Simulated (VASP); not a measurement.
# SiC (hb.bA) (F-43m) in VASP: a series of runs

The runs below take SiC (hb.bA) through single point, with PBE.

Program: VASP 6.6.1. These are calculated values, not measurements. Logs are shortened: lines on timing, memory, paths and dates and some standing lists are left out, and cuts for length are marked.

**1. The cell of the first run**

Symmetry: F-43m, No. 216, cubic system. The conventional cell has a = 4.380 Å, b = 4.380 Å, c = 4.380 Å, α = 90.00°, β = 90.00°, γ = 90.00°. Si (site symmetry -43m) has 4 C at 1.90 Å within 2.5 Å. C (site symmetry -43m) has 4 Si at 1.90 Å within 2.5 Å.

**2. Single point, PBE**

INCAR

```
ALGO     = Normal         # electronic algorithm
EDIFF    = 1E-6           # SCF threshold, eV
ENCUT    = 600            # plane-wave cutoff, eV
GGA      = PE             # functional
GGA_COMPAT= F            
ISIF     = 2              # what is computed and relaxed
ISMEAR   = 0              # smearing method
LASPH    = T              # aspherical terms in the spheres
LCHARG   = F              # write CHGCAR
LREAL    = F              # projectors in reciprocal space
LWAVE    = F              # write WAVECAR
NBANDS   = 11             # bands
NELM     = 120            # most SCF steps
PREC     = Accurate       # precision mode
SIGMA    = 0.02           # smearing width, eV
```

KPOINTS

```
k-points
0
Gamma
  10 10 10
```

POSCAR

```
SiC
1.0
    0.0000000000      2.1898586840      2.1898586840
    2.1898586840      0.0000000000      2.1898586840
    2.1898586840      2.1898586840      0.0000000000
Si C
1 1
Direct
    0.0000000000      0.0000000000      0.0000000000
    0.2500000000      0.2500000000      0.2500000000
```

Potentials or basis: VASP PAW PBE potentials, release 64 (Si, C).

Command:

```sh
cat potpaw_PBE.64/Si/POTCAR potpaw_PBE.64/C/POTCAR > POTCAR
mpirun -np 1 vasp_std > vasp.out
```

OUTCAR:

```text
EDIFF = 1E-6
   ENCUT = 600
   GGA = PE
   ISIF = 2
   ISMEAR = 0
   LASPH = T
   LREAL = F
   NELM = 120
   PREC = Accurate

 ion  position               nearest neighbor table
   1  0.000  0.000  0.000-   2 1.90   2 1.90   2 1.90   2 1.90
   2  0.250  0.250  0.250-   1 1.90   1 1.90   1 1.90   1 1.90

  LATTYP: Found a face centered cubic cell.
 ALAT       =     4.3797173680

  Lattice vectors:

 A1 = (   0.0000000000,   2.1898586840,   2.1898586840)
 A2 = (   2.1898586840,   0.0000000000,   2.1898586840)
 A3 = (   2.1898586840,   2.1898586840,   0.0000000000)

Analysis of symmetry for initial positions (statically):
=====================================================================
 Subroutine PRICEL returns:
 Original cell was already a primitive cell.

 Routine SETGRP: Setting up the symmetry group for a
 face centered cubic supercell.

 Subroutine GETGRP returns: Found 24 space group operations
 (whereof 24 operations were pure point group operations)
 out of a pool of 48 trial point group operations.

The static configuration has the point symmetry T_d .

Analysis of symmetry for dynamics (positions and initial velocities):
=====================================================================
 Subroutine PRICEL returns:
 Original cell was already a primitive cell.

 Routine SETGRP: Setting up the symmetry group for a
 face centered cubic supercell.

 Subroutine GETGRP returns: Found 24 space group operations
 (whereof 24 operations were pure point group operations)
 out of a pool of 48 trial point group operations.

The dynamic configuration has the point symmetry T_d .

 Subroutine INISYM returns: Found 24 space group operations
 (whereof 24 operations are pure point group operations),
 and found     1 'primitive' translations

----------------------------------------------------------------------------------------

                                     Primitive cell

  volume of cell :      21.0029

  direct lattice vectors                    reciprocal lattice vectors
     0.000000000  2.189858684  2.189858684    -0.228325236  0.228325236  0.228325236
     2.189858684  0.000000000  2.189858684     0.228325236 -0.228325236  0.228325236
     2.189858684  2.189858684  0.000000000     0.228325236  0.228325236 -0.228325236

  length of vectors
     3.096927851  3.096927851  3.096927851     0.395470909  0.395470909  0.395470909

  position of ions in fractional coordinates (direct lattice)
     0.000000000  0.000000000  0.000000000
     0.250000000  0.250000000  0.250000000

[... 85 lines left out ...]
   TEBEG  =    0.0;   TEEND  =   0.0 temperature during run
   PSTRESS=    0.0 pullay stress
   NELECT =       8.0000    total number of electrons
   NUPDOWN=      -1.0000    fix difference up-down
   EMIN   =  10.00;   EMAX   =-10.00  energy-range for DOS
   EFERMI =   0.00;   METHOD = LEGACY
   ISMEAR =     0;   SIGMA  =   0.02  broadening in eV -4-tet -1-fermi 0-gaus
   EFERMI_NEDOS =   21; number of points for ismear=-14 and -15
   IALGO  =     38    algorithm
   IMIX   =      4    mixing-type and parameters
     AMIX     =   0.40;   BMIX     =  1.00
     AMIX_MAG =   1.60;   BMIX_MAG =  1.00
  volume/ion in A,a.u.               =      10.50        70.87
  Fermi-wavevector in a.u.,A,eV,Ry     =   1.186712  2.242561 19.160892  1.408286
  Thomas-Fermi vector in A             =   2.322879
   LORBIT       =      0    0 simple, 1 ext, 2 COOP (PROOUT), +10 PAW based schemes
   GGA     = PE    functional components
   LHFCALC =     F    Hartree Fock is set to
   AEXX    =    0.0000 exact exchange contribution
   IVDW    =     0    specifies the selected vdW correction
   LEPSILON=     F    determine dielectric tensor
   LRPA    =     F    only Hartree local field effects (RPA)
 non-spin polarized calculation
 Gauss-broadening in eV      SIGMA  =   0.02
  energy-cutoff  :      600.00
  volume of cell :       21.00
 maximum number of plane-waves:       725
 NGX is ok and might be reduce to    28
   NGX = 13   NGY = 13   NGZ = 13

 number of electron       8.0000000 magnetization

 Free energy of the ion-electron system (eV)
  ---------------------------------------------------
  ext. energy  EPLUGINS =         0.00000000
  ---------------------------------------------------
  free energy    TOTEN  =       -15.06218825 eV

  energy without entropy =      -15.06218825  energy(sigma->0) =      -15.06218825

 E-fermi :   8.0346     XC(G=0): -11.2912

 val. band max:        7.9397602003   @ k =   0.0000   0.0000   0.0000
 cond. band min:       9.3107926362   @ k =   0.5000   0.5000   0.0000
 fundamental gap:      1.3710324358
 Fermi energy:         8.0346103026

 k-point     1 :       0.0000    0.0000    0.0000
  band No.  band energies     occupation
      1      -7.3468      2.00000
      2       7.9398      2.00000
      3       7.9398      2.00000
      4       7.9398      2.00000
      5      13.9986      0.00000
      6      15.1449      0.00000
      7      15.1449      0.00000
      8      15.1449      0.00000
      9      22.3603      0.00000
     10      22.3603      0.00000
     11      24.1904      0.00000
[... 309 lines left out ...]
 k-point    24 :       0.4000    0.3000    0.0000
  band No.  band energies     occupation
      1      -4.2452      2.00000
      2       2.3764      2.00000
      3       4.8186      2.00000
      4       5.3388      2.00000
      5      10.7986      0.00000
      6      13.5029      0.00000
      7      19.4023      0.00000
      8      19.7310      0.00000
      9      21.5332      0.00000
     10      25.8803      0.00000
     11      28.9673      0.00000

 [... further k-points ...]

------------------------ aborting loop because EDIFF is reached ----------------------------------------

  FORCE on cell =-STRESS in cart. coord.  units (eV):
  Direction    XX          YY          ZZ          XY          YZ          ZX
  --------------------------------------------------------------------------------------
  -------------------------------------------------------------------------------------
  Total       -0.0237599     -0.0237599     -0.0237599     -0.0000000     -0.0000000      0.0000000
  in kB       -1.8124988     -1.8124988     -1.8124988     -0.0000000     -0.0000000      0.0000000
  external PRESSURE =      -1.8124988 kB  Pullay stress =       0.0000000 kB

 VOLUME and BASIS-vectors are now :
 -----------------------------------------------------------------------------
  energy-cutoff  :      600.00
  volume of cell :       21.00
      direct lattice vectors                 reciprocal lattice vectors
     0.000000000  2.189858684  2.189858684    -0.228325236  0.228325236  0.228325236
     2.189858684  0.000000000  2.189858684     0.228325236 -0.228325236  0.228325236
     2.189858684  2.189858684  0.000000000     0.228325236  0.228325236 -0.228325236

 POSITION                                       TOTAL-FORCE (eV/Angst)
 -----------------------------------------------------------------------------------
      0.00000      0.00000      0.00000         0.000000     -0.000000      0.000000
      1.09493      1.09493      1.09493        -0.000000      0.000000     -0.000000
 -----------------------------------------------------------------------------------
    total drift:                               -0.000000     -0.000000     -0.000000

  FREE ENERGIE OF THE ION-ELECTRON SYSTEM (eV)
  ---------------------------------------------------
  free  energy   TOTEN  =       -15.0621882536 eV

  energy  without entropy=      -15.0621882536  energy(sigma->0) =      -15.06218825
```

Wall time 26 s (1 thread of Intel Xeon 8259CL, shared host); peak memory 0.15 GiB.

What came out:

* Free energy: -15.0622 eV
* Pressure: -0.2 GPa
* Band gap on the k mesh: 1.37 eV, indirect (least direct gap 4.53 eV)

A k mesh can miss the band edges.

**3. Single point, PBE**

INCAR

```
SYSTEM = SiC
PREC = Accurate
ENCUT = 600
EDIFF = 1E-6
ISMEAR = 0
SIGMA = 0.02
LREAL = .FALSE.
LASPH = .TRUE.
NELM = 120
ALGO = Normal
ISIF = 2
LWAVE = .FALSE.
LCHARG = .TRUE.
GGA = PE
LELF = .TRUE.
LVHAR = .TRUE.
NBANDS = 11
GGA_COMPAT = .FALSE.
```

KPOINTS

```
regular mesh
0
G
  10 10 10
  0 0 0
```

POSCAR is that of step 2.

Potentials or basis: VASP PAW PBE potentials, release 64 (Si, C).

Command:

```sh
cat potpaw_PBE.64/Si/POTCAR potpaw_PBE.64/C/POTCAR > POTCAR
mpirun -np 1 vasp_std > vasp.out
```

It took 29 s on 1 thread of Intel Xeon 8259CL, shared host; peak memory 0.15 GiB.

It converged, with:

| Property | Result |
| --- | --- |
| Free energy | -15.0622 eV |
| Pressure | -0.2 GPa |
| Band gap on the k mesh | 1.37 eV, indirect (least direct gap 4.53 eV) |

Levels at points of the mesh, in eV from the valence-band top:
```csv
k point,band 2,band 3,band 4,band 5,band 6,band 7
"(0.00, 0.00, 0.00)",0.00,0.00,0.00,6.06,7.21,7.21
"(0.50, 0.00, 0.00)",-8.45,-1.05,-1.05,5.30,7.17,7.17
"(0.50, 0.50, 0.00)",-7.75,-3.16,-3.16,1.37,4.27,13.86
```

A k mesh can miss the band edges.
